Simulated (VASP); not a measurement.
# Si (P1) in VASP: a series of runs

The runs below take Si through single point, with LDA.

Program: VASP 6.6.1. These are calculated values, not measurements. Logs are shortened: lines on timing, memory, paths and dates and some standing lists are left out, and cuts for length are marked.

## 1. The cell of the first run

The typed cell holds 16 atoms: a = 5.688 Å, b = 5.688 Å, c = 11.163 Å, α = 116.93°, β = 63.07°, γ = 109.47°.

## 2. Single point, LDA (the part above a cut slid along it)

INCAR reads:

```
ALGO = Normal
EDIFF = 1E-6
ENCUT = 500
GGA_COMPAT = F
ISIF = 2
ISMEAR = 0
LASPH = T
LCHARG = F
LREAL = F
LWAVE = F
NBANDS = 46
NELM = 120
PREC = Accurate
SIGMA = 0.15
```

KPOINTS reads:

```
k-points
0
Gamma
  7 7 4
```

POSCAR reads:

```
Si
1.0
   -3.2836945321      3.2836945321     -3.2836945321
   -3.2836945321     -3.2836945321      3.2836945321
    0.0000000000     10.9458673533      2.1889107751
Si
16
Direct
    0.3636368844      1.4318794226      0.8011418465
    0.1969868844      0.5985294226      0.3011418465
   -0.3826316300      1.5871153231      0.9489000000
    0.4507183700      0.7537653231      0.4489000000
    0.0832911626      0.7122251444      0.8466581535
   -0.0833588374      0.8788751444      0.3466581535
    0.2385270631      0.9659566300      0.6989000000
    0.0718770631      0.1326066300      0.1989000000
    0.5377998556      0.6666838374      0.0966581535
   -0.2955501444      0.5000338374      0.5966581535
   -0.3826316300      1.1781479369      0.9489000000
    0.4507183700      0.3447979369      0.4489000000
    0.8181455774      0.3863381156      0.0511418465
   -0.0152044226      1.2196881156      0.5511418465
   -0.1704403231      0.9659566300      0.6989000000
    0.6629096769      0.1326066300      0.1989000000
```

Potentials or basis: VASP PAW LDA potentials, release 64 (Si).

Launch:

```sh
$ cat potpaw_LDA.64/Si/POTCAR > POTCAR
$ mpirun -np 1 vasp_std > vasp.out
```

OUTCAR:

```text
EDIFF = 1E-6
   ENCUT = 500
   ISIF = 2
   ISMEAR = 0
   LASPH = T
   LREAL = F
   NELM = 120
   PREC = Accurate

 ion  position               nearest neighbor table
   1  0.364  0.432  0.801-  10 2.33   5 2.36   7 2.36   3 2.36  13 3.12
   2  0.197  0.599  0.301-   9 2.33   6 2.36   8 2.36   4 2.36
   3  0.617  0.587  0.949-   9 1.38  11 2.33   5 2.36   1 2.36  13 2.67  16 3.12
   4  0.451  0.754  0.449-  12 2.33   7 2.36   6 2.36   2 2.36
   5  0.083  0.712  0.847-   1 2.36   3 2.36   7 2.36   9 3.12  13 3.13
   6  0.917  0.879  0.347-  14 2.33   2 2.36   4 2.36   8 2.36
   7  0.239  0.966  0.699-  15 2.33   4 2.36   1 2.36   5 2.36
   8  0.072  0.133  0.199-  16 2.33   2 2.36   6 2.36  11 3.12
   9  0.538  0.667  0.097-   3 1.38   2 2.33  13 2.36  16 2.36  11 2.58   5 3.12
  10  0.704  0.500  0.597-   1 2.33  14 2.36  15 2.36  12 2.36
  11  0.617  0.178  0.949-  13 1.75   3 2.33  15 2.36   9 2.58  16 3.05   8 3.12
  12  0.451  0.345  0.449-   4 2.33  16 2.36  14 2.36  10 2.36
  13  0.818  0.386  0.051-  11 1.75   9 2.36  16 2.36   3 2.67   1 3.12   5 3.13
  14  0.985  0.220  0.551-   6 2.33  10 2.36  12 2.36  15 2.36
  15  0.830  0.966  0.699-   7 2.33  11 2.36  10 2.36  14 2.36
  16  0.663  0.133  0.199-   8 2.33  12 2.36   9 2.36  13 2.36  11 3.05   3 3.12

 -----------------------------------------------------------------------------
|                                                                             |
|           W    W    AA    RRRRR   N    N  II  N    N   GGGG   !!!           |
|           W    W   A  A   R    R  NN   N  II  NN   N  G    G  !!!           |
|           W    W  A    A  R    R  N N  N  II  N N  N  G       !!!           |
|           W WW W  AAAAAA  RRRRR   N  N N  II  N  N N  G  GGG   !            |
|           WW  WW  A    A  R   R   N   NN  II  N   NN  G    G                |
|           W    W  A    A  R    R  N    N  II  N    N   GGGG   !!!           |
|                                                                             |
|     The distance between some ions is very small. Please check the          |
|     nearest-neighbor list in the OUTCAR file.                               |
|     I HOPE YOU KNOW WHAT YOU ARE DOING!                                     |
|                                                                             |
 -----------------------------------------------------------------------------

  LATTYP: Found a base centered monoclinic cell.
 ALAT       =     9.2876906840
 B/A-ratio  =     0.7071067812
 C/A-ratio  =     1.0540820129
 COS(beta)  =    -0.3161993051

  Lattice vectors:

 A1 = (   3.2836945321,   3.2836945321,  -3.2836945321)
 A2 = (  -3.2836945321,   3.2836945321,  -3.2836945321)
 A3 = (   0.0000000000,   4.3784782891,   8.7562998393)

Analysis of symmetry for initial positions (statically):
=====================================================================
 Subroutine PRICEL returns:
 Original cell was already a primitive cell.

 Routine SETGRP: Setting up the symmetry group for a
 base centered monoclinic supercell.

 Subroutine GETGRP returns: Found  1 space group operations
 (whereof  1 operations were pure point group operations)
 out of a pool of  4 trial point group operations.

The static configuration has the point symmetry C_1 .

Analysis of symmetry for dynamics (positions and initial velocities):
=====================================================================
 Subroutine PRICEL returns:
 Original cell was already a primitive cell.

 Routine SETGRP: Setting up the symmetry group for a
 base centered monoclinic supercell.

 Subroutine GETGRP returns: Found  1 space group operations
 (whereof  1 operations were pure point group operations)
 out of a pool of  4 trial point group operations.

The dynamic configuration has the point symmetry C_1 .

 Subroutine INISYM returns: Found  1 space group operations
 (whereof  1 operations are pure point group operations),
 and found     1 'primitive' translations

----------------------------------------------------------------------------------------

                                     Primitive cell

  volume of cell :     283.2554

  direct lattice vectors                    reciprocal lattice vectors
    -3.283694532  3.283694532 -3.283694532    -0.152267513  0.025375381 -0.126892132
    -3.283694532 -3.283694532  3.283694532    -0.152267513 -0.025375381  0.126892132
     0.000000000 10.945867353  2.188910775     0.000000000  0.076133757  0.076133757

  length of vectors
     5.687525766  5.687525766 11.162586730     0.199827222  0.199827222  0.107669391

  position of ions in fractional coordinates (direct lattice)
     0.363636884  0.431879423  0.801141847
     0.196986884  0.598529423  0.301141847
     0.617368370  0.587115323  0.948900000
     0.450718370  0.753765323  0.448900000
     0.083291163  0.712225144  0.846658154
     0.916641163  0.878875144  0.346658154
[... 8 lines left out ...]
     0.829559677  0.965956630  0.698900000
     0.662909677  0.132606630  0.198900000

  ion indices of the primitive-cell ions
   primitive index   ion index
                 1           1
                 2           2
                 3           3
                 4           4
                 5           5
                 6           6
[... 8 lines left out ...]
                15          15
                16          16

----------------------------------------------------------------------------------------

 KPOINTS: k-points

Automatic generation of k-mesh.
 Grid dimensions read from file:
 generate k-points for:    7    7    4

 Generating k-lattice:

  Cartesian coordinates                     Fractional coordinates (reciprocal lattice)
    -0.021752502  0.003625054 -0.018127447     0.142857143  0.000000000  0.000000000
    -0.021752502 -0.003625054  0.018127447     0.000000000  0.142857143  0.000000000
     0.000000000  0.019033439  0.019033439     0.000000000  0.000000000  0.250000000

  Length of vectors
     0.028546746  0.028546746  0.026917348

  Shift w.r.t. Gamma in fractional coordinates (k-lattice)
     0.000000000  0.000000000  0.000000000

 Subroutine IBZKPT returns following result:
 ===========================================

 Found     99 irreducible k-points:

 Following reciprocal coordinates:
            Coordinates               Weight
  0.000000  0.000000  0.000000      1.000000
  0.142857  0.000000 -0.000000      2.000000
  0.000000  0.142857  0.000000      2.000000
  0.285714  0.000000 -0.000000      2.000000
  0.000000  0.285714  0.000000      2.000000
  0.428571  0.000000 -0.000000      2.000000
[... 16 lines left out ...]
 -0.285714  0.285714  0.000000      2.000000
  0.428571  0.428571  0.000000      2.000000
 [... further k-points ...]
   k-points           NKPTS =     99   k-points in BZ     NKDIM =     99   number of bands    NBANDS=     46
   number of dos      NEDOS =    301   number of ions     NIONS =     16
   total plane-waves  NPLWV = 148176
   dimension x,y,z NGX =    42 NGY =   42 NGZ =   84
   dimension x,y,z NGXF=    84 NGYF=   84 NGZF=  168
   ions per type =              16
   NGX,Y,Z   is equivalent  to a cutoff of  12.28, 12.28, 12.51 a.u.
   NGXF,Y,Z  is equivalent  to a cutoff of  24.55, 24.55, 25.02 a.u.
 SYSTEM =  unknown system
   PREC   = accura    normal or accurate (medium, high low for compatibility)
   ISTART =      0    job   : 0-new  1-cont  2-samecut
   ICHARG =      2    charge: 1-file 2-atom 10-const
   ISPIN  =      1    spin polarized calculation?
   LNONCOLLINEAR =      F non collinear calculations
   LSORBIT =      F    spin-orbit coupling
   LASPH  =      T    aspherical Exc in radial PAW
   ENCUT  =  500.0 eV  36.75 Ry    6.06 a.u.  10.37 10.37 20.35*2*pi/ulx,y,z
   NELM   =    120;   NELMIN=  2; NELMDL= -5     # of ELM steps
   EDIFF  = 0.1E-05   stopping-criterion for ELM
   LREAL  =      F    real-space projection
[... 7 lines left out ...]
   TEBEG  =    0.0;   TEEND  =   0.0 temperature during run
   PSTRESS=    0.0 pullay stress
   NELECT =      64.0000    total number of electrons
   NUPDOWN=      -1.0000    fix difference up-down
   EMIN   =  10.00;   EMAX   =-10.00  energy-range for DOS
   EFERMI =   0.00;   METHOD = LEGACY
   ISMEAR =     0;   SIGMA  =   0.15  broadening in eV -4-tet -1-fermi 0-gaus
   EFERMI_NEDOS =   21; number of points for ismear=-14 and -15
   IALGO  =     38    algorithm
   IMIX   =      4    mixing-type and parameters
     AMIX     =   0.40;   BMIX     =  1.00
     AMIX_MAG =   1.60;   BMIX_MAG =  1.00
  volume/ion in A,a.u.               =      17.70       119.47
  Fermi-wavevector in a.u.,A,eV,Ry     =   0.997108  1.884260 13.527236  0.994224
  Thomas-Fermi vector in A             =   2.129242
   LORBIT       =      0    0 simple, 1 ext, 2 COOP (PROOUT), +10 PAW based schemes
   GGA     = CA    functional components
   LHFCALC =     F    Hartree Fock is set to
   AEXX    =    0.0000 exact exchange contribution
   IVDW    =     0    specifies the selected vdW correction
   LEPSILON=     F    determine dielectric tensor
   LRPA    =     F    only Hartree local field effects (RPA)
 non-spin polarized calculation
 Gauss-broadening in eV      SIGMA  =   0.15
  energy-cutoff  :      500.00
  volume of cell :      283.26
 maximum number of plane-waves:      7210
 NGX is ok and might be reduce to    42
   NGX = 21   NGY = 21   NGZ = 41

 number of electron      64.0000000 magnetization

 Free energy of the ion-electron system (eV)
  ---------------------------------------------------
  ext. energy  EPLUGINS =         0.00000000
  ---------------------------------------------------
  free energy    TOTEN  =       -69.87104064 eV

  energy without entropy =      -69.82298112  energy(sigma->0) =      -69.84701088

 E-fermi :   7.0031     XC(G=0): -10.1660

 val. band max:        6.9986773472   @ k =   0.2857  -0.4286  -0.0000
 cond. band min:       7.0239951262   @ k =  -0.4286   0.4286   0.2500
 fundamental gap:      0.0253177790
 Fermi energy:         7.0031089886

 k-point     1 :       0.0000    0.0000    0.0000
  band No.  band energies     occupation
      1      -6.5243      2.00000
      2      -4.8550      2.00000
      3      -4.0452      2.00000
      4      -2.3771      2.00000
      5      -1.8870      2.00000
      6      -1.4762      2.00000
[... 36 lines left out ...]
     43      10.4683      0.00000
     44      10.8571      0.00000

 k-point     2 :       0.1429    0.0000   -0.0000
  band No.  band energies     occupation
      1      -6.4812      2.00000
      2      -4.8277      2.00000
      3      -3.8922      2.00000
      4      -2.4606      2.00000
      5      -2.1305      2.00000
      6      -1.9398      2.00000
[... 36 lines left out ...]
     43      10.5856      0.00000
     44      10.7347      0.00000

 k-point     3 :       0.0000    0.1429    0.0000
  band No.  band energies     occupation
      1      -6.4634      2.00000
      2      -4.8229      2.00000
      3      -3.9005      2.00000
      4      -2.7981      2.00000
      5      -2.0655      2.00000
      6      -1.7756      2.00000
[... 36 lines left out ...]
     43      10.5450      0.00000
     44      10.7522      0.00000

 k-point     4 :       0.2857    0.0000   -0.0000
  band No.  band energies     occupation
      1      -6.3798      2.00000
      2      -4.6795      2.00000
      3      -3.5502      2.00000
      4      -2.9458      2.00000
      5      -2.6397      2.00000
      6      -2.2073      2.00000
[... 882 lines left out ...]
     43      10.1702      0.00000
     44      10.3859      0.00000

 k-point    23 :      -0.2857    0.2857    0.0000
  band No.  band energies     occupation
      1      -6.2381      2.00000
      2      -4.6860      2.00000
      3      -3.6748      2.00000
      4      -2.8228      2.00000
      5      -2.4377      2.00000
      6      -2.0334      2.00000
[... 36 lines left out ...]
     43      10.1737      0.00000
     44      10.2981      0.00000

 k-point    24 :       0.4286    0.4286    0.0000
  band No.  band energies     occupation
      1      -6.0533      2.00000
      2      -4.0245      2.00000
      3      -3.6259      2.00000
      4      -3.5415      2.00000
      5      -3.0972      2.00000
      6      -2.1535      2.00000
[... 36 lines left out ...]
     43      10.2416      0.00000
     44      10.3064      0.00000

 [... further k-points ...]

 [bands above 44 left out]

------------------------ aborting loop because EDIFF is reached ----------------------------------------

  FORCE on cell =-STRESS in cart. coord.  units (eV):
  Direction    XX          YY          ZZ          XY          YZ          ZX
  --------------------------------------------------------------------------------------
  -------------------------------------------------------------------------------------
  Total       16.3273452     70.7280177     34.0124736    -15.1074599     46.6385299     -4.9627499
  in kB       92.3523437    400.0588040    192.3847146    -85.4523076    263.8014620    -28.0707964
  external PRESSURE =     228.2652874 kB  Pullay stress =       0.0000000 kB

 VOLUME and BASIS-vectors are now :
 -----------------------------------------------------------------------------
  energy-cutoff  :      500.00
  volume of cell :      283.26
      direct lattice vectors                 reciprocal lattice vectors
    -3.283694532  3.283694532 -3.283694532    -0.152267513  0.025375381 -0.126892132
    -3.283694532 -3.283694532  3.283694532    -0.152267513 -0.025375381  0.126892132
     0.000000000 10.945867353  2.188910775     0.000000000  0.076133757  0.076133757

 POSITION                                       TOTAL-FORCE (eV/Angst)
 -----------------------------------------------------------------------------------
     -2.61223      8.54510      1.97772         0.201814     -0.302383      0.263319
     -2.61223      1.97772      1.97772         0.143750      0.003701      0.139591
     -3.95516     10.48588      1.97772         0.031274    -52.254478    -39.488327
     -3.95516      3.91849      1.97772        -0.098600     -0.019181     -0.058377
     -2.61223      7.20218      3.91849        -0.292374      0.154934     -0.373783
     -5.89593      3.91849      0.63479         0.136455     -0.165149     -0.141543
[... 8 lines left out ...]
     -5.89593      7.20218      1.97772         0.368856     -0.218546     -0.073087
     -2.61223      3.91849     -1.30598        -0.236148      0.677669      0.485951
 -----------------------------------------------------------------------------------
    total drift:                               -0.000025      0.000038     -0.000137

  FREE ENERGIE OF THE ION-ELECTRON SYSTEM (eV)
  ---------------------------------------------------
  free  energy   TOTEN  =       -69.8710406447 eV

  energy  without entropy=      -69.8229811211  energy(sigma->0) =      -69.84701088
```

Wall time 46 min (1 thread of Oxide Virtual Turin-like, shared host); peak memory 0.78 GiB.

What came out:

```yaml
Free_energy: -69.8710 eV
Pressure: 22.8 GPa
Largest_force: 65.528 eV/Å
Band_gap_on_the_k_mesh: zero (bands 32 and 33 overlap by 0.53 eV)
```

Forces in eV/Å, atoms in the order of the input:
```
Si    0.202  -0.302   0.263
Si    0.144   0.004   0.140
Si    0.031 -52.254 -39.488
Si   -0.099  -0.019  -0.058
Si   -0.292   0.155  -0.374
Si    0.136  -0.165  -0.142
Si   -0.157   0.195   0.227
Si   -0.079  -0.380  -0.617
Si   -0.221  51.479  40.543
Si   -0.090  -0.239  -0.060
Si   13.477 -10.234  -2.851
Si   -0.098   0.158  -0.146
Si  -12.889  11.105   1.961
Si   -0.197   0.041   0.189
Si    0.369  -0.219  -0.073
Si   -0.236   0.678   0.486
```

Caveat: the cell differs from its parent crystal (the part above a cut slid along it); atoms lie so close that the PAW spheres overlap strongly, which falsifies energies and pressures; the stress differs along the axes, from 9 to 40 GPa; semilocal functionals underestimate gaps, and a narrow one can read as zero; forces of over 1 eV/Å act on the atoms, so gaps and moduli don't describe the material at rest.

[end of part 1 of 2]

The gap in the log of VASP goes by the Fermi energy; the results here count the filled bands.